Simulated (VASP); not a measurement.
Input of a VASP 6.6.1 run:

INCAR

```
SYSTEM = Co
PREC = Accurate
ENCUT = 520
EDIFF = 1E-7
ISMEAR = -1
SIGMA = 0.1
LREAL = .FALSE.
LASPH = .TRUE.
NELM = 100
ALGO = Normal
ISIF = 2
LWAVE = .FALSE.
LCHARG = .FALSE.
GGA = RE
NBANDS = 16
```

Contents of KPOINTS:

```
regular mesh
0
G
  11 11 11
  0 0 0
```

Contents of POSCAR:

```
Co
1.0
    0.0000000000      2.4797380452      2.4797380452
    2.4797380452      0.0000000000      2.4797380452
    2.4797380452      2.4797380452      0.0000000000
Co
2
Direct
    0.1250000000      0.1250000000      0.1250000000
    0.8750000000      0.8750000000      0.8750000000
```

Potentials or basis: VASP PAW PBE potentials, release 64 (Co).

The run is started by

```sh
$ cat potpaw_PBE.64/Co/POTCAR > POTCAR
$ mpirun -np 1 vasp_std > vasp.out
```

Q: Predict the pressure.

A: -0.8 GPa.

Q: Estimate the band gap on the k mesh.

A: Zero (band 9 reaches 6.56 eV, above the bottom of band 10 at 5.90 eV).

Caveat: the PAW data sets were made with another functional, which shifts forces and pressure a little; the run has no spin polarisation, though such a crystal can be magnetic. Spin polarisation is off, so any magnetic state and its effect on volume and gap are missing.
